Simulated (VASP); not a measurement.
MoSe3, 4 atoms in the cell. Symmetry: Pm-3m, No. 221, cubic system. The conventional cell has a = 4.945 Å, b = 4.945 Å, c = 4.945 Å, α = 90.00°, β = 90.00°, γ = 90.00°. Within 3.3 Å of Mo (site symmetry m-3m) lie 6 Se at 2.47 Å. Se (site symmetry 4/mmm) has 2 Mo at 2.47 Å within 3.3 Å. 

| Item | Value |
| --- | --- |
| Program | VASP 6.6.1 |
| Task | single point |
| Functional | PBE |
| Potentials or basis | VASP PAW PBE potentials, release 64 (Mo_sv, Se) |
| Cutoff | 520 eV |
| k mesh | 10 × 10 × 10 |
| Occupations | gaussian, width 0.1 eV |
| Spin | no spin polarisation |
| Hubbard terms | Mo d U = 4.38 eV |
| Dipole correction | no |
| Further INCAR settings | ALGO = Normal; EDIFF = 1e-07; NBANDS = 24 |

Potentials or basis: VASP PAW PBE potentials, release 64 (Mo_sv, Se).

Launch:

```bash
$ cat potpaw_PBE.64/Mo_sv/POTCAR potpaw_PBE.64/Se/POTCAR > POTCAR
$ mpirun -np 1 vasp_std > vasp.out
```

Hardware: 1 thread of Intel(R) Xeon(R) Platinum 8488C (Sapphire Rapids), on a shared host.

Problem. Estimate the wall time of this run.

Solution. It took 110 s on 1 thread of Intel(R) Xeon(R) Platinum 8488C (Sapphire Rapids), with other jobs on the host, peak memory 0.33 GiB. Counts: scf iterations 16, k points 56.
